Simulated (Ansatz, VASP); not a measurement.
One calculation of ZrN, two programs

The input INCAR:

```
PREC = Accurate
ENCUT = 520
EDIFF = 1E-6
ISMEAR = -1
SIGMA = 0.05
LREAL = False
LASPH = True
NELM = 120
ALGO = Normal
ISIF = 2
LWAVE = False
LCHARG = True
GGA = PE
LELF = True
LVHAR = True
NBANDS = 34
GGA_COMPAT = False
NELMDL = -8
```

The input KPOINTS:

```
regular mesh
0
Gamma
  10 10 1
```

The input POSCAR:

```
ZrN
1.0
    3.2489502559      0.0000000000      0.0000000000
    0.0000000000      3.2489502559      0.0000000000
    0.0000000000      0.0000000000     20.5947000000
Zr N
3 3
Direct
    0.2500000000      0.2500000000      0.3949687699
    0.7500000000      0.7500000000      0.5000000065
    0.2500000000      0.2500000000      0.6050312169
    0.7500000000      0.7500000000      0.3845318263
    0.2500000000      0.2500000000      0.4999999971
    0.7500000000      0.7500000000      0.6154681833
```

Input for Ansatz:

```yaml
crystal:
  lattice:
    - [3.2489502559, 0.0, 0.0]
    - [0.0, 3.2489502559, 0.0]
    - [0.0, 0.0, 20.5947]
  atoms:
    - { symbol: Zr, position: [0.25, 0.25, 0.3949687699] }
    - { symbol: "N", position: [0.75, 0.75, 0.3845318263] }
    - { symbol: Zr, position: [0.75, 0.75, 0.5000000065] }
    - { symbol: "N", position: [0.25, 0.25, 0.4999999971] }
    - { symbol: Zr, position: [0.25, 0.25, 0.6050312169] }
    - { symbol: "N", position: [0.75, 0.75, 0.6154681833] }
kpoints:
  mp_grid: { grid: [10, 10, 1] }
scf:
  occupations: { method: fermi_dirac, width: 0.05 }
hamiltonian:
  xc: pbe
  pseudopotentials: { kind: paw }
output:
  forces: true
  stress: true
  eigenvalues: true
  core_levels:
    shells: { Zr: ["3d"] }
    counted_from: fermi_level
    add_spin: false
```

Alike in both runs: task single point; functional PBE; k mesh 10 × 10 × 1; occupations fermi-dirac, width 0.05 eV; no spin polarisation.

```csv
,VASP,Ansatz
version,VASP 6.6.1,Ansatz 0.2.0
potentials or method,"VASP PAW PBE potentials, release 64 (Zr_sv, N)","PAW with Ansatz's default frozen-core files, scalar-relativistic"
plane-wave cutoff (eV),520,420
valence electrons in the cell,51,51
```

Ansatz gave:

* rms of the force components (eV/Å): 0.002

Question: Which values does VASP return?

Answer: rms of the force components (eV/Å): 0.007.

The functional is the same, so the differences come from potentials, cutoffs and numerics.
